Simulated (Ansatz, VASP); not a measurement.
# Two plane-wave programs on Cd4SeS3

```
CELL_PARAMETERS angstrom
5.99700 0.00418 0.00009
0.00428 5.99033 0.00240
-3.00069 -2.99489 5.98715
ATOMIC_POSITIONS crystal
Cd 0.37050 0.88562 0.25612
Cd 0.88487 0.37181 0.25606
Cd 0.11482 0.11402 0.74379
Cd 0.63034 0.62886 0.74458
Se 0.49906 0.50003 0.99959
S 0.25053 0.74963 0.50005
S 0.75014 0.24958 0.49972
S 0.99974 0.00046 0.00010
```

Change from the starting cell: cell x1, atoms moved at random (sigma 0.15 Å) and cell strained at random (1.5 %), then relaxed without symmetry.

Alike in both runs: functional PBE; k mesh 4 × 4 × 4; occupations gaussian, width 0.1 eV; no spin polarisation.

Ansatz relaxed the structure, and its values are those at the end. VASP's run is a single point on that final structure, the one shown.

|  | VASP | Ansatz |
| --- | --- | --- |
| version | VASP 6.6.1 | Ansatz 0.2.0 |
| potentials or method | VASP PAW PBE potentials, release 64 (Cd, Se, S), cutoff 520 eV | scalar-relativistic, plane waves, PAW |
| valence electrons in the cell | 72 | 114 |

```csv
,VASP,Ansatz,Ansatz less VASP
gap on the k mesh at the Fermi level (eV),0.88,0.88,-0.001
least direct gap on the mesh (eV),0.88,0.88,-0.001
pressure (GPa),0.3,0.0,-0.28
rms of the force components (eV/Å),0.003,0.004,+0.0002
```

VASP's potentials hold 72 valence electrons a cell and Ansatz's 114, so a difference there can come from the potentials and not from the codes.
